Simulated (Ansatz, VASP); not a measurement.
## BaTiO3 in VASP and in Ansatz

File POSCAR:

```
BaTiO3
1.0
    2.8399483166      1.6396449251      2.3312785423
   -2.8399483166      1.6396449251      2.3312785423
    0.0000000000     -3.2792898502      2.3312785423
Ba Ti O
1 1 3
Direct
    0.0012626313      0.0012626313      0.0012626313
    0.5147192493      0.5147192493      0.5147192493
    0.4882359353      0.9786472489      0.4882359353
    0.4882359353      0.4882359353      0.9786472489
    0.9786472489      0.4882359353      0.4882359353
```

INCAR.step1

```
PREC = Accurate
ENCUT = 520
EDIFF = 1E-5
ISMEAR = 0
SIGMA = 0.01
LREAL = F
LASPH = T
NELM = 80
ALGO = Normal
ISIF = 2
LWAVE = T
NBANDS = 28
GGA = PE
```

File INCAR.step2:

```
PREC = Accurate
ENCUT = 520
EDIFF = 1E-6
ISMEAR = 0
SIGMA = 0.01
LREAL = F
LASPH = T
NELM = 80
ALGO = Normal
ISIF = 2
LWAVE = F
LCHARG = T
GGA = PE
LHFCALC = T
HFSCREEN = 0.2079
PRECFOCK = Fast
LELF = T
LVHAR = T
NBANDS = 28
ISTART = 1
```

File KPOINTS:

```
Automatic mesh
0
Gamma
  4 4 4
```

Input for Ansatz:

```yaml
crystal:
  lattice:
    - [2.8399483166, 1.6396449251, 2.3312785423]
    - [-2.8399483166, 1.6396449251, 2.3312785423]
    - [0.0, -3.2792898502, 2.3312785423]
  atoms:
    - { symbol: Ba, position: [0.0012626313, 0.0012626313, 0.0012626313] }
    - { symbol: Ti, position: [0.5147192493, 0.5147192493, 0.5147192493] }
    - { symbol: O, position: [0.4882359353, 0.9786472489, 0.4882359353] }
    - { symbol: O, position: [0.4882359353, 0.4882359353, 0.9786472489] }
    - { symbol: O, position: [0.9786472489, 0.4882359353, 0.4882359353] }
kpoints:
  mp_grid: { grid: [4, 4, 4] }
  band_path:
    path:
      - [0.0, 0.0, 0.0]
      - [0.5, 0.5, 0.5]
      - [0.5035565887, 0.4964434113, 0.5]
      - [0.5, -0.4964434113, 0.4964434113]
      - [0.5, 0.0, 0.0]
      - [0.4982217057, -0.4982217057, 0.0]
      - [0.5017782943, 0.0, 0.4982217057]
      - [-0.052083, 0.010417, 0.010417]
      - [0.0498221706, -0.0498221706, 0.0]
    npoints: 1
hamiltonian:
  xc: hse06
scf:
  occupations: { method: fixed }
  n_extra_bands: 5
output:
  forces: true
  stress: true
  eigenvalues: true
```

Alike in both runs: task single point; functional HSE06; k mesh 4 × 4 × 4; no spin polarisation.

```csv
,VASP,Ansatz
version,VASP 6.6.1,Ansatz 0.2.0
potentials or method,"VASP PAW PBE potentials, release 64 (Ba_sv, Ti_sv, O)","plane waves, PAW"
plane-wave cutoff (eV),520,420
occupations,"gaussian, width 0.01 eV",fixed
valence electrons in the cell,40,40
```

VASP gave:

* gap on the k mesh at the Fermi level (eV): 3.91
* pressure (GPa): -0.4
* traceless stress, the component that is largest in VASP (GPa): 0.20
* rms of the force components (eV/Å): 0.085

Task: Estimate Ansatz's values.

Result: gap on the k mesh at the Fermi level (eV): 3.96; pressure (GPa): -2.0; traceless stress, the component that is largest in VASP (GPa): 0.23; rms of the force components (eV/Å): 0.108.

Atom by atom the forces differ by 0.027 eV/Å (rms over components). Ansatz's warnings: stress exchange threshold loose, stress scf threshold loose.

Neither program's run includes spin-orbit coupling.
